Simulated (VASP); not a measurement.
# KF in VASP: a series of runs, part 2 of 2

VASP 6.6.1.

**3. Single point, PBE-based screened hybrid with 30 % exact exchange**

File POSCAR:

```
KF
1.0
    0.0000000000      2.6718500000      2.6718500000
    2.6718500000      0.0000000000      2.6718500000
    2.6718500000      2.6718500000      0.0000000000
K F
1 1
Direct
    0.0000000000      0.0000000000      0.0000000000
    0.5000000000      0.5000000000      0.5000000000
```

File INCAR.step1:

```
  PREC = Accurate
  ENCUT = 520
  EDIFF = 1E-5
  ISMEAR = -1
  SIGMA = 0.05
  LREAL = False
  LASPH = True
  NELM = 60
  ALGO = Normal
  ISIF = 2
  LWAVE = True
  LCHARG = False
  GGA = PE
  NBANDS = 15
```

File INCAR.step2:

```
  PREC = Accurate
  ENCUT = 520
  EDIFF = 1E-6
  ISMEAR = -1
  SIGMA = 0.05
  LREAL = False
  LASPH = True
  NELM = 60
  ALGO = Normal
  ISIF = 2
  LWAVE = False
  LCHARG = False
  GGA = PE
  LHFCALC = True
  AEXX = 0.3
  HFSCREEN = 0.2
  PRECFOCK = Normal
  ISTART = 1
  NBANDS = 15
```

File KPOINTS:

```
Automatic mesh
0
Gamma
  5 5 5
```

Potentials or basis: VASP PAW PBE potentials, release 64 (K_sv, F).

On the command line:

```
$ cat potpaw_PBE.64/K_sv/POTCAR potpaw_PBE.64/F/POTCAR > POTCAR
$ cp INCAR.step1 INCAR
$ mpirun -np 1 vasp_std > vasp.out
$ cp INCAR.step2 INCAR
$ mpirun -np 1 vasp_std > vasp.out
```

OUTCAR:

```text
PREC = Accurate
   ENCUT = 520
   EDIFF = 1E-6
   ISMEAR = -1
   LREAL = False
   LASPH = True
   NELM = 60
   ISIF = 2
   GGA = PE
   LHFCALC = True
   AEXX = 0.3
   HFSCREEN = 0.2
   PRECFOCK = Normal
   ISTART = 1

 ion  position               nearest neighbor table
   1  0.000  0.000  0.000-   2 2.67   2 2.67   2 2.67   2 2.67   2 2.67   2 2.67
   2  0.500  0.500  0.500-   1 2.67   1 2.67   1 2.67   1 2.67   1 2.67   1 2.67

  LATTYP: Found a face centered cubic cell.
 ALAT       =     5.3437000000

  Lattice vectors:

 A1 = (   0.0000000000,   2.6718500000,   2.6718500000)
 A2 = (   2.6718500000,   0.0000000000,   2.6718500000)
 A3 = (   2.6718500000,   2.6718500000,   0.0000000000)

Analysis of symmetry for initial positions (statically):
=====================================================================
 Subroutine PRICEL returns:
 Original cell was already a primitive cell.

 Routine SETGRP: Setting up the symmetry group for a
 face centered cubic supercell.

[... 167 lines left out ...]
      1     -32.6724      2.00000
      2     -25.2433      2.00000
      3     -14.2917      2.00000
      4     -14.2917      2.00000
      5     -14.2917      2.00000
      6      -4.7359      2.00000
      7      -4.7359      2.00000
      8      -4.7359      2.00000
      9       3.8652      0.00000
     10       8.7801      0.00000
     11       8.7801      0.00000
     12       8.7801      0.00000
     13      10.6549      0.00000
     14      10.6549      0.00000
[... 149 lines left out ...]
      2     -25.2943      2.00000
      3     -14.6767      2.00000
      4     -14.6158      2.00000
      5     -14.3782      2.00000
      6      -5.1645      2.00000
      7      -4.9791      2.00000
      8      -4.8604      2.00000
      9       7.2238      0.00000
     10       7.7889      0.00000
     11       9.5534      0.00000
     12      11.8607      0.00000
     13      12.0283      0.00000
     14      13.1710      0.00000
     15      13.9553      0.00000

------------------------ aborting loop because EDIFF is reached ----------------------------------------

  FORCE on cell =-STRESS in cart. coord.  units (eV):
  Direction    XX          YY          ZZ          XY          YZ          ZX
  --------------------------------------------------------------------------------------
  -------------------------------------------------------------------------------------
  Total        0.0959819      0.0959819      0.0959819     -0.0000000      0.0000000      0.0000000
  in kB        4.0311947      4.0311947      4.0311947     -0.0000000      0.0000000      0.0000000
  external PRESSURE =       4.0311947 kB  Pullay stress =       0.0000000 kB

 VOLUME and BASIS-vectors are now :
 -----------------------------------------------------------------------------
  energy-cutoff  :      520.00
  volume of cell :       38.15
      direct lattice vectors                 reciprocal lattice vectors
     0.000000000  2.671850000  2.671850000    -0.187136254  0.187136254  0.187136254
     2.671850000  0.000000000  2.671850000     0.187136254 -0.187136254  0.187136254
     2.671850000  2.671850000  0.000000000     0.187136254  0.187136254 -0.187136254

 POSITION                                       TOTAL-FORCE (eV/Angst)
 -----------------------------------------------------------------------------------
      0.00000      0.00000      0.00000         0.000000     -0.000000      0.000000
      2.67185      2.67185      2.67185         0.000000      0.000000     -0.000000
 -----------------------------------------------------------------------------------
    total drift:                               -0.000000     -0.000000      0.000000

  FREE ENERGIE OF THE ION-ELECTRON SYSTEM (eV)
  ---------------------------------------------------
  free  energy   TOTEN  =       -10.3302421673 eV

  energy  without entropy=      -10.3302421672  energy(sigma->0) =      -10.33024217
```

It took 10 min on 1 thread of Intel Xeon Platinum 8259CL at 2.50GHz (Skylake/Cascade Lake), shared host; peak memory 0.28 GiB.

What came out:

```
Free energy            : -10.3302 eV
Pressure               : 0.4 GPa
Band gap on the k mesh : 8.60 eV
```

Levels at points of the mesh, in eV from the valence-band top:
```
           k point  band 6  band 7  band 8  band 9  band 10  band 11
(0.00, 0.00, 0.00)    0.00    0.00    0.00    8.60    13.52    13.52
```

Caveat: the PAW data sets were made with another functional, which shifts forces and pressure a little.

**4. Single point, PBE**

This run uses another cell than the first one, of 18.69 Å³/atom.

File INCAR:

```
SYSTEM = KF
PREC     = Accurate       ! precision mode
ENCUT    = 520            ! plane-wave cutoff, eV
EDIFF    = 1E-7           ! SCF threshold, eV
ISMEAR   = -1             ! smearing method
SIGMA    = 0.05           ! smearing width, eV
LREAL    = .False.        ! projectors in reciprocal space
LASPH    = .True.         ! aspherical terms in the spheres
NELM     = 60             ! most SCF steps
ALGO     = Normal         ! electronic algorithm
ISIF     = 2              ! what is computed and relaxed
LWAVE    = .False.        ! write WAVECAR
LCHARG   = .True.         ! write CHGCAR
GGA      = PE             ! functional
LELF     = .True.         ! ELF
LVHAR    = .True.       
NBANDS   = 15             ! bands
```

File KPOINTS:

```
Automatic mesh
0
Gamma
  9 9 9
  0 0 0
```

File POSCAR:

```
KF
1.0
    0.0000000000      2.6718500000      2.6718500000
    2.6184130000      0.0000000000      2.6718500000
    2.6184130000      2.6718500000      0.0000000000
K F
1 1
Direct
    0.0000000000      0.0000000000      0.0000000000
    0.5000000000      0.5000000000      0.5000000000
```

On the command line:

```
$ cat potpaw_PBE.64/K_sv/POTCAR potpaw_PBE.64/F/POTCAR > POTCAR
$ mpirun -np 1 vasp_std > vasp.out
```

It took 53 s on 1 thread of Intel Xeon 8259CL, shared host; peak memory 0.18 GiB.

It converged, with:

* Free energy: -8.2784 eV
* Pressure: 2.2 GPa
* Band gap on the k mesh: 6.25 eV

Stress tensor (GPa, compression positive):
```
3.16 0.00 0.00
0.00 1.77 0.00
0.00 0.00 1.77
```

Levels at points of the mesh, in eV from the valence-band top:
```tsv
k point	band 5	band 6	band 7	band 8	band 9	band 10	band 11	band 12
(0.00, 0.00, 0.00)	-9.34	-0.03	-0.03	0.00	6.25	10.68	10.68	10.79
```

A k mesh can miss the band edges.

**5. The runs side by side**

```csv
level,cell,k mesh,grid for exact exchange (PRECFOCK),share of exact exchange,screening parameter,gap on the mesh (eV),pressure (GPa)
PBE-based screened hybrid with 25 % exact exchange,"a = 3.779 Å, angles 60.0°, 2 atoms",5 × 5 × 5,Normal,0.25,0.2 1/Å,8.19,0.6
PBE-based screened hybrid with 30 % exact exchange,"a = 3.779 Å, angles 60.0°, 2 atoms",5 × 5 × 5,Normal,0.3,0.2 1/Å,8.60,0.4
PBE,"a = 3.779, b = 3.741, c = 3.741 Å, angles 60.7, 59.7, 59.7°, 2 atoms",9 × 9 × 9,-,-,-,6.25,2.2
```

Alike in all rows: task single point; potentials or basis VASP PAW PBE potentials, release 64 (K_sv, F); no spin polarisation; cutoff (eV) 520; smearing fermi-dirac 0.05 eV.

Caveats: the PAW data sets were made with another functional, which shifts forces and pressure a little (at least some runs).

Total energies depend on the potentials used, so only differences within one code and one set of settings carry meaning.
